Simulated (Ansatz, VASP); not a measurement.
**One calculation of Li2Si4P, two programs**

File INCAR:

```
SYSTEM = Li2Si4P
PREC = Accurate ; ENCUT = 600
EDIFF = 1E-7 ; ISMEAR = 0
SIGMA = 0.1 ; LREAL = .False.
LASPH = .True. ; NELM = 100
ALGO = Normal ; ISIF = 3
LWAVE = .False. ; LCHARG = .False.
GGA = PE ; IBRION = 2
NSW = 100 ; EDIFFG = -0.01
```

File KPOINTS:

```
regular mesh
0
Gamma
  6 6 10
  0 0 0
```

Contents of POSCAR:

```
Li2Si4P
1.0
    8.1633713047      0.0000000000      0.0000000000
   -4.0816856524      7.0696869304      0.0000000000
    0.0000000000      0.0000000000      4.0632958911
Li Si P
2 4 1
Direct
    0.3333333333      0.6666666667      0.5000000000
    0.6666666667      0.3333333333      0.5000000000
    0.5000000000      0.0000000000      0.5000000000
    0.0000000000      0.5000000000      0.5000000000
    0.5000000000      0.5000000000      0.5000000000
    0.0000000000      0.0000000000      0.5000000000
    0.0000000000      0.0000000000      0.0000000000
```

Input for Ansatz:

```yaml
crystal:
  lattice:
    - [8.1633713047, 0.0, 0.0]
    - [-4.0816856524, 7.0696869304, 0.0]
    - [0.0, 0.0, 4.0632958911]
  atoms:
    - { symbol: Li, position: [0.3333333333, 0.6666666667, 0.5] }
    - { symbol: Li, position: [0.6666666667, 0.3333333333, 0.5] }
    - { symbol: Si, position: [0.5, 0.0, 0.5] }
    - { symbol: Si, position: [0.0, 0.5, 0.5] }
    - { symbol: Si, position: [0.5, 0.5, 0.5] }
    - { symbol: Si, position: [0.0, 0.0, 0.5] }
    - { symbol: P, position: [0.0, 0.0, 0.0] }
basis:
  ecutwfc: 420
kpoints:
  mp_grid: { grid: [6, 6, 10] }
hamiltonian:
  xc: pbe
scf:
  occupations: { method: gaussian, width: 0.1 }
output:
  forces: true
  stress: true
  eigenvalues: true
relax:
  adjacent_minimum: "off"
  f_tol: 0.01
  max_steps: 80
  cell: { stress_tol: 0.05 }
```

Alike in both runs: task relaxation of cell and atoms; functional PBE; k mesh 6 × 6 × 10; occupations gaussian, width 0.1 eV; no spin polarisation.

```csv
,VASP,Ansatz
version,VASP 6.6.1,Ansatz 0.2.0
potentials or method,"VASP PAW PBE potentials, release 64 (Li_sv, Si, P), cutoff 600 eV","scalar-relativistic, plane waves, PAW"
valence electrons in the cell,27,27
```

```tsv
	VASP	Ansatz	Ansatz less VASP
gap on the k mesh at the Fermi level, each at its own relaxed structure (eV)	none	none	-
relaxed volume (Å³/atom)	33.98	34.18	+0.200
relaxed cell length with the largest relative difference (Å)	4.170	4.197	+0.0268
```

A gap of «none» marks a metal or a gap that the smearing closes.

Noted on VASP's run: the cutoff is short for stress, so the pressure is rough.
